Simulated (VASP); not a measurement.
Here is a VASP 6.6.1 calculation.

INCAR

```
SYSTEM = Fe
PREC = Accurate ; ENCUT = 520
EDIFF = 1E-6 ; ISMEAR = 0
SIGMA = 0.1 ; LREAL = .False.
LASPH = .True. ; NELM = 60
ALGO = Normal ; ISIF = 2
LWAVE = .False. ; LCHARG = .False.
GGA = PS ; NBANDS = 15
```

The input KPOINTS:

```
regular mesh
0
Gamma
  18 18 12
  0 0 0
```

File POSCAR:

```
Fe
1.0
    2.4341575853      0.0000000000      0.0000000000
   -1.2170787927      2.1080423057      0.0000000000
    0.0000000000      0.0000000000      3.8419344700
Fe
2
Direct
    0.3333333300      0.6666666700      0.2500000000
    0.6666666700      0.3333333300      0.7500000000
```

Potentials or basis: VASP PAW PBE potentials, release 64 (Fe).

The run is started by

```console
$ cat potpaw_PBE.64/Fe/POTCAR > POTCAR
$ mpirun -np 1 vasp_std > vasp.out
```

Problem. Estimate the pressure.

Solution. -1.8 GPa.

Problem. Estimate the band gap on the k mesh.

Solution. Zero (band 8 reaches 8.08 eV, above the bottom of band 9 at 6.06 eV).

Stress tensor (GPa, compression positive):
```
-2.10  0.00  0.00
 0.00 -2.10  0.00
 0.00  0.00 -1.32
```

Caveat: the PAW data sets were made with another functional, which shifts forces and pressure a little; the run has no spin polarisation, though such a crystal can be magnetic. Spin polarisation is off, so any magnetic state and its effect on volume and gap are missing.
